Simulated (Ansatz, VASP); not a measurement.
## Ba2Be in VASP and in Ansatz

```
Ba Be
1.0
     5.39968    0.00000    0.00000
     0.00000    5.39968    0.00000
     0.00000    0.00000    8.21846
Ba Be
4 2
Cartesian
  0.0000 0.0000 0.0000
  2.6998 2.6998 0.0000
  0.0000 2.6998 5.0615
  2.6998 0.0000 3.1570
  0.0000 2.6998 1.8501
  2.6998 0.0000 6.3683
```

Change from the starting cell: species swapped into the NdS2 type (P4/nmm, No. 129).

Alike in both runs: functional PBE; k mesh 8 × 8 × 6; occupations gaussian, width 0.1 eV; no spin polarisation.

Ansatz relaxed the structure, and its values are those at the end. VASP's run is a single point on that final structure, the one shown.

```csv
,VASP,Ansatz
version,VASP 6.6.1,Ansatz 0.2.0
potentials or method,"VASP PAW PBE potentials, release 64 (Ba_sv, Be), cutoff 520 eV","scalar-relativistic, plane waves, PAW"
valence electrons in the cell,44,44
```

|  | VASP | Ansatz | Ansatz less VASP |
| --- | --- | --- | --- |
| gap on the k mesh at the Fermi level (eV) | none | none | - |
| pressure (GPa) | 0.2 | 0.0 | -0.23 |
| rms of the force components (eV/Å) | 0.004 | 0.001 | -0.0024 |

A gap of «none» marks a metal or a gap that the smearing closes. With one functional, cell and mesh, what is left measures potentials, basis and numerics.

Spin-orbit coupling is off throughout.
